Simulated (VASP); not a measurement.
Here is a VASP 6.6.1 calculation.

File INCAR:

```
SYSTEM = InO
PREC = Accurate
ENCUT = 520
EDIFF = 1E-7
ISMEAR = 0
SIGMA = 0.05
LREAL = .False.
LASPH = .True.
NELM = 100
ALGO = Normal
ISIF = 2
LWAVE = .False.
LCHARG = .False.
GGA = PE
IVDW = 12
NBANDS = 27
```

Contents of KPOINTS:

```
regular mesh
0
Gamma
  12 12 2
  0 0 0
```

POSCAR

```
InO
1.0
    3.5155277671      0.0000000000      0.0000000000
   -1.7577638836      3.0445363540      0.0000000000
    0.0000000000      0.0000000000     15.4557216763
In O
2 2
Direct
    0.6666666667      0.3333333333      0.5895266171
    0.6666666667      0.3333333333      0.4104733829
    0.0000000000      0.0000000000      0.6398766429
    0.0000000000      0.0000000000      0.3601233571
```

Potentials or basis: VASP PAW PBE potentials, release 64 (In_d, O).

Launch:

```sh
$ cat potpaw_PBE.64/In_d/POTCAR potpaw_PBE.64/O/POTCAR > POTCAR
$ mpirun -np 1 vasp_std > vasp.out
```

Question: Estimate the dispersion energy per atom.

Answer: -0.139 eV.

Question: Estimate the largest force.

Answer: 0.606 eV/Å.

Question: Predict the band gap on the k mesh.

Answer: 0.50 eV, indirect (least direct gap 1.00 eV).

Forces on the atoms (eV/Å):
```
In   0.000  0.000  0.606
In   0.000  0.000 -0.606
O    0.000  0.000 -0.214
O    0.000  0.000  0.214
```

Caveat: the cell differs from its parent crystal (strain +0.025 along x and y, -0.025 along z); spin-orbit coupling is left out, which moves the levels of the heavy elements.
